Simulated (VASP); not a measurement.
ZnSe: vibrations by perturbation theory with PBE

Crystal: ZnSe.

```
CELL_PARAMETERS angstrom
0.00000 2.78465 2.78465
2.78465 0.00000 2.78465
2.78465 2.78465 0.00000
ATOMIC_POSITIONS crystal
Zn 0.00000 0.00000 0.00000
Se 0.75000 0.75000 0.75000
```

```yaml
Program: VASP 6.6.1
Task: vibrations by perturbation theory
Functional: PBE
Potentials_or_basis: VASP PAW PBE potentials, release 64 (Zn, Se)
Cutoff: 520 eV
k_mesh: 8 × 8 × 8
Occupations: gaussian, width 0.01 eV
Spin: no spin polarisation
Dipole_correction: no
Further_INCAR_settings: ALGO = Normal; EDIFF = 1e-08; IBRION = 8; NSW = 1
```

```yaml
Electronic_dielectric_tensor_diagonal: 7.50
Born_charges_mean_of_the_diagonal: Zn +2.00; Se -2.00 e
Highest_phonon_frequency_at_Γ_LO-TO_splitting_left_out: 227 cm⁻¹
```

Phonon frequencies in cm⁻¹ (negative: imaginary):
```csv
q point,frequencies
"(0.000, 0.000, 0.000)",-1 -1 -1 227 227 227
```

Electronic dielectric tensor:
```
7.50 0.00 0.00
0.00 7.50 0.00
0.00 0.00 7.50
```

Born effective charge tensors (e):
atom 1, Zn
```
2.00 0.00 0.00
0.00 2.00 0.00
0.00 0.00 2.00
```
atom 2, Se
```
-2.00  0.00  0.00
 0.00 -2.00  0.00
 0.00  0.00 -2.00
```

Run time: 9.9 min on 1 thread of Intel Xeon 6455B (shared host), peak memory 0.3 GiB.

Caveat: the cell stands under pressure or tension, which shifts response properties.
